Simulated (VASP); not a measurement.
# MoH4 (Im-3m) in VASP: single point with PBE

Aim: the single point of MoH4 with PBE.

Program: VASP 6.6.1. These are calculated values, not measurements. Logs are shortened: lines on timing, memory, paths and dates and some standing lists are left out, and cuts for length are marked.

### Step 1. The cell of the first run

It takes space group Im-3m (No. 229, cubic). The conventional cell has a = 4.183 Å, b = 4.183 Å, c = 4.183 Å, α = 90.00°, β = 90.00°, γ = 90.00°. Within 2.4 Å of H (site symmetry -3m) lie 2 Mo at 1.81 Å and 6 H at 2.09 Å. Mo (site symmetry m-3m) has 8 H at 1.81 Å within 2.4 Å.

### Step 2. Single point, PBE

INCAR reads:

```
SYSTEM = MoH4
PREC = Accurate ; ENCUT = 520
EDIFF = 1E-6 ; ISMEAR = 0
SIGMA = 0.1 ; LREAL = .False.
LASPH = .True. ; NELM = 60
ALGO = Normal ; ISIF = 2
LWAVE = .False. ; LCHARG = .False.
GGA = PE ; NBANDS = 17
```

KPOINTS reads:

```
regular mesh
0
Gamma
  6 6 6
  0 0 0
```

POSCAR reads:

```
MoH4
1.0
   -2.0912558962      2.0912558962      2.0912558962
    2.0912558962     -2.0912558962      2.0912558962
    2.0912558962      2.0912558962     -2.0912558962
H Mo
4 1
Direct
    0.0000000000      0.0000000000      0.4999793715
    0.4999793715      0.0000000000      0.0000000000
    0.0000000000      0.4999793715      0.0000000000
    0.5000206285      0.5000206285      0.5000206285
    0.0000000000      0.0000000000      0.0000000000
```

Potentials or basis: VASP PAW PBE potentials, release 64 (H, Mo_sv).

Command:

```
$ cat potpaw_PBE.64/H/POTCAR potpaw_PBE.64/Mo_sv/POTCAR > POTCAR
$ mpirun -np 1 vasp_std > vasp.out
```

OUTCAR:

```text
SYSTEM = MoH4
   PREC = Accurate
   ENCUT = 520
   EDIFF = 1E-6
   ISMEAR = 0
   LREAL = .False.
   LASPH = .True.
   NELM = 60
   ISIF = 2
   GGA = PE

 ion  position               nearest neighbor table
   1  0.000  0.000  0.500-   5 1.81   5 1.81
   2  0.500  0.000  0.000-   5 1.81   5 1.81
   3  0.000  0.500  0.000-   5 1.81   5 1.81
   4  0.500  0.500  0.500-   5 1.81   5 1.81
   5  0.000  0.000  0.000-   1 1.81   2 1.81   3 1.81   4 1.81   4 1.81   1 1.81   3 1.81   2 1.81

  LATTYP: Found a body centered cubic cell.
 ALAT       =     4.1825117924

  Lattice vectors:

 A1 = (  -2.0912558962,   2.0912558962,   2.0912558962)
 A2 = (   2.0912558962,  -2.0912558962,   2.0912558962)
 A3 = (   2.0912558962,   2.0912558962,  -2.0912558962)

Analysis of symmetry for initial positions (statically):
=====================================================================
 Subroutine PRICEL returns:
 Original cell was already a primitive cell.

 Routine SETGRP: Setting up the symmetry group for a
 body centered cubic supercell.

 Subroutine GETGRP returns: Found 24 space group operations
 (whereof 24 operations were pure point group operations)
 out of a pool of 48 trial point group operations.

The static configuration has the point symmetry T_d .

Analysis of symmetry for dynamics (positions and initial velocities):
=====================================================================
 Subroutine PRICEL returns:
 Original cell was already a primitive cell.

 Routine SETGRP: Setting up the symmetry group for a
 body centered cubic supercell.

 Subroutine GETGRP returns: Found 24 space group operations
 (whereof 24 operations were pure point group operations)
 out of a pool of 48 trial point group operations.

The dynamic configuration has the point symmetry T_d .

 Subroutine INISYM returns: Found 24 space group operations
 (whereof 24 operations are pure point group operations),
 and found     1 'primitive' translations

----------------------------------------------------------------------------------------

                                     Primitive cell

  volume of cell :      36.5832

  direct lattice vectors                    reciprocal lattice vectors
    -2.091255896  2.091255896  2.091255896     0.000000000  0.239090778  0.239090778
     2.091255896 -2.091255896  2.091255896     0.239090778  0.000000000  0.239090778
     2.091255896  2.091255896 -2.091255896     0.239090778  0.239090778  0.000000000

  length of vectors
     3.622161464  3.622161464  3.622161464     0.338125421  0.338125421  0.338125421

  position of ions in fractional coordinates (direct lattice)
     0.000000000  0.000000000  0.499979371
     0.499979371  0.000000000  0.000000000
     0.000000000  0.499979371  0.000000000
     0.500020629  0.500020629  0.500020629
     0.000000000  0.000000000  0.000000000

  ion indices of the primitive-cell ions
   primitive index   ion index
                 1           1
                 2           2
                 3           3
                 4           4
                 5           5

----------------------------------------------------------------------------------------

 KPOINTS: regular mesh

Automatic generation of k-mesh.
 Grid dimensions read from file:
 generate k-points for:    6    6    6

 Generating k-lattice:

  Cartesian coordinates                     Fractional coordinates (reciprocal lattice)
     0.000000000  0.039848463  0.039848463     0.166666667  0.000000000  0.000000000
     0.039848463  0.000000000  0.039848463     0.000000000  0.166666667  0.000000000
     0.039848463  0.039848463  0.000000000     0.000000000  0.000000000  0.166666667

  Length of vectors
     0.056354237  0.056354237  0.056354237

  Shift w.r.t. Gamma in fractional coordinates (k-lattice)
     0.000000000  0.000000000  0.000000000

 Subroutine IBZKPT returns following result:
 ===========================================

 Found     16 irreducible k-points:

 Following reciprocal coordinates:
            Coordinates               Weight
  0.000000  0.000000  0.000000      1.000000
  0.166667  0.000000  0.000000     12.000000
  0.333333  0.000000  0.000000     12.000000
  0.500000  0.000000  0.000000      6.000000
  0.166667  0.166667  0.000000     24.000000
  0.333333  0.166667  0.000000     48.000000
[... 8 lines left out ...]
  0.500000  0.500000  0.333333     12.000000
  0.500000  0.500000  0.500000      1.000000
   k-points           NKPTS =     16   k-points in BZ     NKDIM =     16   number of bands    NBANDS=     17
   number of dos      NEDOS =    301   number of ions     NIONS =      5
   total plane-waves  NPLWV =  21952
   dimension x,y,z NGX =    28 NGY =   28 NGZ =   28
   dimension x,y,z NGXF=    56 NGYF=   56 NGZF=   56
   ions per type =               4   1
   NGX,Y,Z   is equivalent  to a cutoff of  12.85, 12.85, 12.85 a.u.
   NGXF,Y,Z  is equivalent  to a cutoff of  25.70, 25.70, 25.70 a.u.
 SYSTEM =  MoH4
   PREC   = accura    normal or accurate (medium, high low for compatibility)
   ISTART =      0    job   : 0-new  1-cont  2-samecut
   ICHARG =      2    charge: 1-file 2-atom 10-const
   ISPIN  =      1    spin polarized calculation?
   LNONCOLLINEAR =      F non collinear calculations
   LSORBIT =      F    spin-orbit coupling
   LASPH  =      T    aspherical Exc in radial PAW
   ENCUT  =  520.0 eV  38.22 Ry    6.18 a.u.   6.73  6.73  6.73*2*pi/ulx,y,z
   NELM   =     60;   NELMIN=  2; NELMDL= -5     # of ELM steps
   EDIFF  = 0.1E-05   stopping-criterion for ELM
   LREAL  =      F    real-space projection
   EDIFFG = 0.1E-04   stopping-criterion for IOM
   NSW    =      0    number of steps for IOM
   IBRION =     -1    ionic relax: 0-MD 1-quasi-New 2-CG
   NFREE  =      0    steps in history (QN), initial steepest desc. (CG)
   ISIF   =      2    stress and relaxation
   ISYM   =      2    0-nonsym 1-usesym 2-fastsym
   POTIM  = 0.5000    time-step for ionic-motion
   TEBEG  =    0.0;   TEEND  =   0.0 temperature during run
   PSTRESS=    0.0 pullay stress
   NELECT =      18.0000    total number of electrons
   NUPDOWN=      -1.0000    fix difference up-down
   EMIN   =  10.00;   EMAX   =-10.00  energy-range for DOS
   EFERMI =   0.00;   METHOD = LEGACY
   ISMEAR =     0;   SIGMA  =   0.10  broadening in eV -4-tet -1-fermi 0-gaus
   EFERMI_NEDOS =   21; number of points for ismear=-14 and -15
   IALGO  =     38    algorithm
   IMIX   =      4    mixing-type and parameters
     AMIX     =   0.40;   BMIX     =  1.00
     AMIX_MAG =   1.60;   BMIX_MAG =  1.00
  volume/ion in A,a.u.               =       7.32        49.38
  Fermi-wavevector in a.u.,A,eV,Ry     =   1.292424  2.442328 22.726640  1.670361
  Thomas-Fermi vector in A             =   2.424133
   LORBIT       =      0    0 simple, 1 ext, 2 COOP (PROOUT), +10 PAW based schemes
   GGA     = PE    functional components
   LHFCALC =     F    Hartree Fock is set to
   AEXX    =    0.0000 exact exchange contribution
   IVDW    =     0    specifies the selected vdW correction
   LEPSILON=     F    determine dielectric tensor
   LRPA    =     F    only Hartree local field effects (RPA)
 non-spin polarized calculation
 Gauss-broadening in eV      SIGMA  =   0.10
  energy-cutoff  :      520.00
  volume of cell :       36.58
 maximum number of plane-waves:       997
   NGX = 13   NGY = 13   NGZ = 13

 number of electron      17.9999997 magnetization

 Free energy of the ion-electron system (eV)
  ---------------------------------------------------
  ext. energy  EPLUGINS =         0.00000000
  ---------------------------------------------------
  free energy    TOTEN  =       -21.47254360 eV

  energy without entropy =      -21.45393580  energy(sigma->0) =      -21.46323970

 E-fermi :   4.2266     XC(G=0): -10.5697

 val. band max:        4.2174474032   @ k =   0.3333   0.3333   0.0000
 cond. band min:       4.2405904381   @ k =   0.5000   0.5000   0.3333
 fundamental gap:      0.0231430348
 Fermi energy:         4.2266276370

 k-point     1 :       0.0000    0.0000    0.0000
  band No.  band energies     occupation
      1     -56.9400      2.00000
      2     -30.9732      2.00000
      3     -30.9732      2.00000
      4     -30.9732      2.00000
      5      -4.7633      2.00000
      6      -0.3449      2.00000
[... 9 lines left out ...]
     16      14.4912      0.00000
     17      17.0423      0.00000

 k-point     2 :       0.1667    0.0000    0.0000
  band No.  band energies     occupation
      1     -56.9378      2.00000
      2     -31.0046      2.00000
      3     -30.9861      2.00000
      4     -30.9727      2.00000
      5      -4.2621      2.00000
      6      -0.5044      2.00000
[... 9 lines left out ...]
     16      15.7867      0.00000
     17      16.4416      0.00000

 k-point     3 :       0.3333    0.0000    0.0000
  band No.  band energies     occupation
      1     -56.9334      2.00000
      2     -31.0667      2.00000
      3     -31.0118      2.00000
      4     -30.9717      2.00000
      5      -3.0468      2.00000
      6      -0.8001      2.00000
[... 9 lines left out ...]
     16      16.5995      0.00000
     17      18.2342      0.00000

 k-point     4 :       0.5000    0.0000    0.0000
  band No.  band energies     occupation
      1     -56.9312      2.00000
      2     -31.0974      2.00000
      3     -31.0246      2.00000
      4     -30.9712      2.00000
      5      -2.2766      2.00000
      6      -0.9380      2.00000
[... 9 lines left out ...]
     16      16.6779      0.00000
     17      20.6184      0.00000

 k-point     5 :       0.1667    0.1667    0.0000
  band No.  band energies     occupation
      1     -56.9345      2.00000
      2     -31.0480      2.00000
      3     -31.0000      2.00000
      4     -30.9807      2.00000
      5      -3.3667      2.00000
      6      -0.6098      2.00000
[... 9 lines left out ...]
     16      16.6449      0.00000
     17      16.6521      0.00000

 k-point     6 :       0.3333    0.1667    0.0000
  band No.  band energies     occupation
      1     -56.9312      2.00000
      2     -31.0829      2.00000
      3     -31.0276      2.00000
      4     -30.9830      2.00000
      5      -2.1638      2.00000
      6      -0.7879      2.00000
[... 9 lines left out ...]
     16      16.4847      0.00000
     17      19.1788      0.00000

 k-point     7 :       0.3333    0.3333    0.0000
  band No.  band energies     occupation
      1     -56.9301      2.00000
      2     -31.0621      2.00000
      3     -31.0621      2.00000
      4     -30.9911      2.00000
      5      -1.5898      2.00000
      6      -0.4457      2.00000
[... 9 lines left out ...]
     16      16.3095      0.00000
     17      19.0817      0.00000

 k-point     8 :       0.1667    0.1667    0.1667
  band No.  band energies     occupation
      1     -56.9322      2.00000
      2     -31.0725      2.00000
      3     -31.0015      2.00000
      4     -31.0015      2.00000
      5      -2.2729      2.00000
      6      -0.7983      2.00000
[... 9 lines left out ...]
     16      15.7750      0.00000
     17      17.1505      0.00000
[... 43 lines left out ...]
      1     -56.9314      2.00000
      2     -31.0634      2.00000
      3     -31.0253      2.00000
      4     -30.9998      2.00000
      5      -2.5005      2.00000
      6      -0.3626      2.00000
[... 9 lines left out ...]
     16      17.2689      0.00000
     17      17.8564      0.00000

 k-point    12 :       0.5000    0.5000    0.1667
  band No.  band energies     occupation
      1     -56.9293      2.00000
      2     -31.0929      2.00000
      3     -31.0383      2.00000
      4     -30.9985      2.00000
      5      -1.6719      2.00000
      6      -0.4758      2.00000
[... 9 lines left out ...]
     16      16.0740      0.00000
     17      18.2952      0.00000

 k-point    13 :      -0.3333    0.5000    0.1667
  band No.  band energies     occupation
      1     -56.9284      2.00000
      2     -31.0802      2.00000
      3     -31.0555      2.00000
      4     -31.0122      2.00000
      5      -1.3238      2.00000
      6      -0.0376      2.00000
[... 9 lines left out ...]
     16      15.0603      0.00000
     17      18.9119      0.00000

 k-point    14 :      -0.3333    0.3333    0.3333
  band No.  band energies     occupation
      1     -56.9275      2.00000
      2     -31.0598      2.00000
      3     -31.0523      2.00000
      4     -31.0523      2.00000
      5      -1.1185      2.00000
      6       0.4487      2.00000
[... 9 lines left out ...]
     16      14.8399      0.00000
     17      20.8468      0.00000

 k-point    15 :       0.5000    0.5000    0.3333
  band No.  band energies     occupation
      1     -56.9255      2.00000
      2     -31.0838      2.00000
      3     -31.0657      2.00000
      4     -31.0525      2.00000
      5      -0.0516      2.00000
      6       0.6258      2.00000
[... 9 lines left out ...]
     16      13.9354      0.00000
     17      21.6699      0.00000

 k-point    16 :       0.5000    0.5000    0.5000
  band No.  band energies     occupation
      1     -56.9235      2.00000
      2     -31.0793      2.00000
      3     -31.0793      2.00000
      4     -31.0793      2.00000
      5       1.3840      2.00000
      6       1.3840      2.00000
[... 9 lines left out ...]
     16      13.9145      0.00000
     17      25.5538      0.00000

------------------------ aborting loop because EDIFF is reached ----------------------------------------

  FORCE on cell =-STRESS in cart. coord.  units (eV):
  Direction    XX          YY          ZZ          XY          YZ          ZX
  --------------------------------------------------------------------------------------
  -------------------------------------------------------------------------------------
  Total       -0.0136171     -0.0136171     -0.0136171      0.0000000     -0.0000000     -0.0000000
  in kB       -0.5963681     -0.5963681     -0.5963681      0.0000000     -0.0000000     -0.0000000
  external PRESSURE =      -0.5963681 kB  Pullay stress =       0.0000000 kB

 VOLUME and BASIS-vectors are now :
 -----------------------------------------------------------------------------
  energy-cutoff  :      520.00
  volume of cell :       36.58
      direct lattice vectors                 reciprocal lattice vectors
    -2.091255896  2.091255896  2.091255896     0.000000000  0.239090778  0.239090778
     2.091255896 -2.091255896  2.091255896     0.239090778  0.000000000  0.239090778
     2.091255896  2.091255896 -2.091255896     0.239090778  0.239090778  0.000000000

 POSITION                                       TOTAL-FORCE (eV/Angst)
 -----------------------------------------------------------------------------------
      1.04558      1.04558     -1.04558         0.000325      0.000325     -0.000325
     -1.04558      1.04558      1.04558        -0.000325      0.000325      0.000325
      1.04558     -1.04558      1.04558         0.000325     -0.000325      0.000325
      1.04567      1.04567      1.04567        -0.000325     -0.000325     -0.000325
      0.00000      0.00000      0.00000        -0.000000     -0.000000      0.000000
 -----------------------------------------------------------------------------------
    total drift:                                0.000000      0.000000      0.000000

  FREE ENERGIE OF THE ION-ELECTRON SYSTEM (eV)
  ---------------------------------------------------
  free  energy   TOTEN  =       -21.4725436035 eV

  energy  without entropy=      -21.4539358018  energy(sigma->0) =      -21.46323970
```

Wall time 5.6 s (1 thread of Intel Xeon 6975P-C (Granite Rapids), shared host); peak memory 0.15 GiB.

What came out:

```
Free energy            : -21.4725 eV
Pressure               : -0.1 GPa
Band gap on the k mesh : zero (band 9 reaches 4.63 eV, above the bottom of band 10 at 3.58 eV)
```
